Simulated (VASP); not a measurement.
## WS2: electric field gradients with PBEsol

WS2:

```
W S
1.0
     1.54742    0.89340    6.16333
    -1.54742    0.89340    6.16333
     0.00000   -1.78681    6.16333
W S
1 2
Direct
  0.00000 0.00000 0.00000
  0.75030 0.75030 0.75030
  0.58100 0.58100 0.58100
```

This cell differs from its parent crystal: equal xx and yy strain of -2 %.

```json
{
 "Program": "VASP 6.6.1",
 "Task": "electric field gradients",
 "Functional": "PBEsol",
 "Potentials or basis": "VASP PAW PBE potentials, release 64 (W_sv, S)",
 "Cutoff": "520 eV",
 "k mesh": "15 × 15 × 15",
 "Occupations": "fermi-dirac, width 0.03 eV",
 "Spin": "no spin polarisation",
 "Dipole correction": "no",
 "Further INCAR settings": "ALGO = Normal; EDIFF = 1e-08; NBANDS = 20"
}
```

The pressure is 6.7 GPa and the largest force is 0.770 eV/Å. The band gap on the k mesh is 1.07 eV (least direct gap 2.14 eV) and the largest electric field gradient by atom is W -151.0; S -47.8, -39.8 V/Å².

Forces on the atoms (eV/Å):
```
W    0.000  0.000 -0.661
S    0.000  0.000  0.770
S    0.000  0.000 -0.109
```

Stress tensor (GPa, compression positive):
```
7.40 0.00 0.00
0.00 7.40 0.00
0.00 0.00 5.25
```

Levels at points of the mesh, in eV from the valence-band top:
```csv
k point,band 11,band 12,band 13,band 14,band 15,band 16
"(0.00, 0.00, 0.00)",-2.11,-1.65,-1.36,2.46,2.46,2.82
```

Electric field gradients, principal values (V/Å²):
```
atom   least  middle  greatest (by size)
 1 W  75.496  75.496            -150.991
 2 S  23.898  23.898             -47.797
 3 S  19.903  19.903             -39.807
```

It took 10 min on 1 thread of Intel(R) Xeon(R) Platinum 8488C (Sapphire Rapids), on a shared host, peak memory 0.55 GiB.

Caveat: the cell differs from its parent crystal (equal xx and yy strain of -2 %); the cell stands under pressure; without QUAD_EFG the Cq values of the log hold for a quadrupole moment of 1 mb, not for the nuclei; the PAW data sets were made with another functional, which shifts forces and pressure a little; spin-orbit coupling is left out, which moves the levels of the heavy elements; an odd mesh through Γ misses points on the zone boundary, where band edges can lie.
